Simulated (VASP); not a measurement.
Here is a VASP 6.6.1 calculation.

INCAR

```
PREC = Accurate ; ENCUT = 520
EDIFF = 1E-6 ; ISMEAR = 0
SIGMA = 0.1 ; LREAL = False
LASPH = True ; NELM = 100
ALGO = Fast ; ISIF = 2
LWAVE = False ; LCHARG = False
GGA = PE ; NBANDS = 39
```

File KPOINTS:

```
Automatic mesh
0
Gamma
  10 10 4
```

The input POSCAR:

```
BaZr2Al4Hg
1.0
    3.7467130253      0.0000000000      0.0000000000
    0.0000000000      3.7467130253      0.0000000000
    0.0000000000      0.0000000000     14.0307867768
Ba Zr Al Hg
1 2 4 1
Direct
    0.0000000000      0.0000000000      0.0000000000
    0.5000000000      0.5000000000      0.6138640156
    0.5000000000      0.5000000000      0.3861359844
    0.5000000000      0.0000000000      0.7763656689
    0.0000000000      0.5000000000      0.7763656689
    0.5000000000      0.0000000000      0.2236343311
    0.0000000000      0.5000000000      0.2236343311
    0.0000000000      0.0000000000      0.5000000000
```

Potentials or basis: VASP PAW PBE potentials, release 64 (Ba_sv, Zr_sv, Al, Hg).

Launch:

```sh
$ cat potpaw_PBE.64/Ba_sv/POTCAR potpaw_PBE.64/Zr_sv/POTCAR potpaw_PBE.64/Al/POTCAR potpaw_PBE.64/Hg/POTCAR > POTCAR
$ mpirun -np 1 vasp_std > vasp.out
```

Problem. What does it give for the largest force?

Solution. 0.023 eV/Å.

Problem. What does it give for the pressure?

Solution. 0.1 GPa.

Problem. Estimate the band gap on the k mesh.

Solution. Zero (bands 29 and 30 overlap by 1.34 eV).

Forces in eV/Å, atoms in the order of the input:
```
Ba   0.000  0.000  0.000
Zr   0.000  0.000  0.023
Zr   0.000  0.000 -0.023
Al   0.000  0.000 -0.013
Al   0.000  0.000 -0.013
Al   0.000  0.000  0.013
Al   0.000  0.000  0.013
Hg   0.000  0.000  0.000
```

Caveat: spin-orbit coupling is left out, which moves the levels of the heavy elements.
